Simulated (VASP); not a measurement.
Mn:

```
Mn
1.0
     0.00000    1.74500    1.74500
     1.74500    0.00000    1.74500
     1.74500    1.74500    0.00000
Mn
1
Cartesian
  0.0000 0.0000 0.0000
```

Base run:

```yaml
Program: VASP 6.6.1
Functional: PBE
Potentials_or_basis: VASP PAW PBE potentials, release 64 (Mn_pv)
Cutoff: 520 eV
k_mesh: 13 × 13 × 13
Occupations: fermi-dirac, width 0.05 eV
Spin: collinear spin, ferromagnetic start
Starting_moments: "[2.02] μB"
Fixed_moment: 2.02 μB
```

Its results: pressure 31.5 GPa; site moments Mn +1.96 μB.

Question: After a change of settings the same cell gave: pressure 3.9 GPa; site moments Mn +0.33 μB. Which change was it?
A. fixed moment from 2.02 μB to none; moments at the start from [2.02] to [0.45]
B. fixed moment from 2.02 μB to 0.34 μB; moments at the start from [2.02] to [0.34]
C. fixed moment from 2.02 μB to 1.35 μB; moments at the start from [2.02] to [1.35]
D. fixed moment from 2.02 μB to 2.7 μB; moments at the start from [2.02] to [2.7]

Answer: B.

Caveats: the total moment is fixed, so each spin has its own Fermi level.
